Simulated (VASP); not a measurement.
A run of VASP 6.6.1 is set up as follows.

Contents of INCAR:

```
ALGO = Normal
EDIFF = 1E-7
ENCUT = 520
ISIF = 2
ISMEAR = -1
LASPH = True
LCHARG = False
LREAL = False
LWAVE = False
NBANDS = 10
NELM = 80
PREC = Accurate
SIGMA = 0.1
```

File KPOINTS:

```
k-points
0
Gamma
  15 15 15
```

Contents of POSCAR:

```
Ir
1.0
    2.3059163239      0.0000000000      0.0000000000
    0.0000000000      2.3059163239      0.0000000000
    0.0000000000      0.0000000000      2.3059163239
Ir
1
Direct
    0.0000000000      0.0000000000      0.0000000000
```

Potentials or basis: VASP PAW LDA potentials, release 64 (Ir).

Run with:

```bash
$ cat potpaw_LDA.64/Ir/POTCAR > POTCAR
$ mpirun -np 1 vasp_std > vasp.out
```

Problem. What does it give for the pressure?

Solution. 156.4 GPa.
